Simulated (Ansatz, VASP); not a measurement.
# One calculation of TiB2, two programs

```
Ti B
1.0
     3.03174    0.00000    0.00000
    -1.51587    2.62557    0.00000
     0.00000    0.00000    3.22436
Ti B
1 2
Direct
  0.00000 0.00000 0.00000
  0.33333 0.66667 0.50000
  0.66667 0.33333 0.50000
```

Alike in both runs: functional PBE; k mesh 18 × 18 × 14; occupations gaussian, width 0.1 eV; no spin polarisation.

Ansatz relaxed the structure, and its values are those at the end. VASP's run is a single point on that final structure, the one shown.

|  | VASP | Ansatz |
| --- | --- | --- |
| version | VASP 6.6.1 | Ansatz 0.2.0 |
| potentials or method | VASP PAW PBE potentials, release 64 (Ti_sv, B), cutoff 500 eV | scalar-relativistic, plane waves, PAW |
| valence electrons in the cell | 18 | 18 |

```csv
,VASP,Ansatz,Ansatz less VASP
gap on the k mesh at the Fermi level (eV),none,none,-
pressure (GPa),0.2,0.0,-0.23
```

A gap of «none» marks a metal or a gap that the smearing closes.
